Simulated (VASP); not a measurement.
A run of VASP 6.6.1 is set up as follows.

File INCAR:

```
PREC = Accurate
ENCUT = 600
EDIFF = 1E-6
ISMEAR = -1
SIGMA = 0.05
LREAL = False
LASPH = True
NELM = 60
ALGO = Normal
ISIF = 3
LWAVE = False
LCHARG = False
GGA = PE
IBRION = 2
NSW = 80
EDIFFG = -0.01
```

Contents of KPOINTS:

```
Automatic mesh
0
Gamma
  20 20 11
```

POSCAR

```
Ir
1.0
    2.7100000000      0.0000000000      0.0000000000
   -1.3550000000      2.3469288443      0.0000000000
    0.0000000000      0.0000000000      4.4254300000
Ir
2
Direct
    0.3333333333      0.6666666667      0.2500000000
    0.6666666667      0.3333333333      0.7500000000
```

Potentials or basis: VASP PAW PBE potentials, release 64 (Ir).

Run with:

```bash
$ cat potpaw_PBE.64/Ir/POTCAR > POTCAR
$ mpirun -np 1 vasp_std > vasp.out
```

Task: What does it give for the relaxed volume?

Result: 14.59 Å³/atom.

Task: What does it give for the space group after relaxing (to 0.1 Å)?

Result: P6_3/mmc (No. 194).

Final structure:
```xyz
2
Lattice="2.7497 0.0000 0.0000 -1.3748 2.3813 0.0000 0.0000 0.0000 4.4557" Properties=species:S:1:pos:R:3 pbc="T T T"
Ir    0.0000    1.5875    1.1139
Ir    1.3748    0.7938    3.3418
```
